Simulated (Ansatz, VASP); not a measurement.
# One calculation of Ga4AsP3, two programs

INCAR

```
SYSTEM = Ga4AsP3
PREC     = Accurate       ! precision mode
ENCUT    = 520            ! plane-wave cutoff, eV
EDIFF    = 1E-7           ! SCF threshold, eV
ISMEAR   = 0              ! smearing method
SIGMA    = 0.01           ! smearing width, eV
LREAL    = .False.        ! projectors in reciprocal space
LASPH    = .True.         ! aspherical terms in the spheres
NELM     = 100            ! most SCF steps
ALGO     = Normal         ! electronic algorithm
ISIF     = 2              ! what is computed and relaxed
LWAVE    = .False.        ! write WAVECAR
LCHARG   = .False.        ! write CHGCAR
GGA      = PE             ! functional
NBANDS   = 46             ! bands
```

The input KPOINTS:

```
regular mesh
0
Gamma
  6 6 2
  0 0 0
```

The input POSCAR:

```
Ga4AsP3
1.0
    3.8565087253      0.0000000000      0.0000000000
    0.0000000000      3.8565087253      0.0000000000
    0.0000000000      0.0000000000     10.8888599473
P Ga As
3 4 1
Direct
    0.0000000000      0.0000000000      0.2453467231
    0.5000000000      0.5000000000      0.0000000000
    0.0000000000      0.0000000000      0.7546532769
    0.0000000000      0.5000000000      0.1225756545
    0.5000000000      0.0000000000      0.8774243455
    0.0000000000      0.5000000000      0.6320221436
    0.5000000000      0.0000000000      0.3679778564
    0.5000000000      0.5000000000      0.5000000000
```

Input for Ansatz:

```yaml
crystal:
  lattice:
    - [3.8565087253, 0.0, 0.0]
    - [0.0, 3.8565087253, 0.0]
    - [0.0, 0.0, 10.8888599473]
  atoms:
    - { symbol: P, position: [0.0, 0.0, 0.2453467231] }
    - { symbol: Ga, position: [0.0, 0.5, 0.1225756545] }
    - { symbol: P, position: [0.5, 0.5, 0.0] }
    - { symbol: Ga, position: [0.5, 0.0, 0.8774243455] }
    - { symbol: P, position: [0.0, 0.0, 0.7546532769] }
    - { symbol: Ga, position: [0.0, 0.5, 0.6320221436] }
    - { symbol: As, position: [0.5, 0.5, 0.5] }
    - { symbol: Ga, position: [0.5, 0.0, 0.3679778564] }
kpoints:
  mp_grid: { grid: [6, 6, 2] }
hamiltonian:
  xc: pbe
scf:
  occupations: { method: fixed }
  n_extra_bands: 6
output:
  forces: true
  stress: true
  eigenvalues: true
```

Alike in both runs: task single point; functional PBE; k mesh 6 × 6 × 2; no spin polarisation.

|  | VASP | Ansatz |
| --- | --- | --- |
| version | VASP 6.6.1 | Ansatz 0.2.0 |
| potentials or method | VASP PAW PBE potentials, release 64 (P, Ga_d, As) | plane waves, PAW |
| plane-wave cutoff (eV) | 520 | 420 |
| occupations | gaussian, width 0.01 eV | fixed |
| valence electrons in the cell | 72 | 82 |

Ansatz gave:

| Item | Value |
| --- | --- |
| gap on the k mesh at the Fermi level (eV) | 1.38 |
| pressure (GPa) | 5.2 |
| rms of the force components (eV/Å) | 0.007 |

Question: What did VASP give for the same quantities?

Answer: gap on the k mesh at the Fermi level (eV): 1.38; pressure (GPa): 5.2; rms of the force components (eV/Å): 0.013.

VASP's potentials hold 72 valence electrons a cell and Ansatz's 82, so a difference there can come from the potentials and not from the codes.
